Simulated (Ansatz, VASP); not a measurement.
**Fe in VASP and in Ansatz**

Contents of INCAR:

```
SYSTEM = Fe
PREC = Accurate ; ENCUT = 690
EDIFF = 1E-6 ; ISMEAR = -1
SIGMA = 0.1 ; LREAL = .FALSE.
LASPH = .TRUE. ; NELM = 120
ALGO = Normal ; ISIF = 2
LWAVE = .FALSE. ; LCHARG = .FALSE.
GGA = RE ; NBANDS = 23
GGA_COMPAT = .FALSE.
```

File KPOINTS:

```
regular mesh
0
G
  13 13 13
  0 0 0
```

Contents of POSCAR:

```
Fe
1.0
    0.0000000000      2.3854658553      2.3854658553
    2.3854658553      0.0000000000      2.3854658553
    2.3854658553      2.3854658553      0.0000000000
Fe
2
Direct
    0.1250000000      0.1250000000      0.1250000000
    0.8750000000      0.8750000000      0.8750000000
```

Input for Ansatz:

```yaml
crystal:
  lattice:
    - [0.0, 2.3854658553, 2.3854658553]
    - [2.3854658553, 0.0, 2.3854658553]
    - [2.3854658553, 2.3854658553, 0.0]
  atoms:
    - { symbol: Fe, position: [0.125, 0.125, 0.125] }
    - { symbol: Fe, position: [0.875, 0.875, 0.875] }
hamiltonian:
  xc: revpbe
  pseudopotentials:
    kind: paw
    azcp:
      Fe: "pseudopotentials/Fe.paw.azcp"
basis:
  ecutwfc: 420
  fft_grid_basis: typed
kpoints:
  mp_grid: { grid: [13, 13, 13], shift: [0, 0, 0] }
magnetization:
  spin_polarized: false
scf:
  occupations: { method: fermi_dirac, width: 0.1 }
  lower_state_search: "off"
output:
  stress: true
  write_density: true
  write_potential: true
  elf: true
  volumetric_format: npy
```

Alike in both runs: task single point; functional revPBE; k mesh 13 × 13 × 13; occupations fermi-dirac, width 0.1 eV; no spin polarisation.

```csv
,VASP,Ansatz
version,VASP 6.6.1,Ansatz 0.2.0
potentials or method,"VASP PAW PBE potentials, release 64 (Fe_sv), cutoff 690 eV","plane waves (420 eV) with PAW, scalar-relativistic"
valence electrons in the cell,32,32
```

```csv
,VASP,Ansatz,Ansatz less VASP
pressure (GPa),13.4,14.6,+1.24
```

VASP's potentials were made for PBE, not for revPBE. The functional is the same, so the differences come from potentials, cutoffs and numerics.
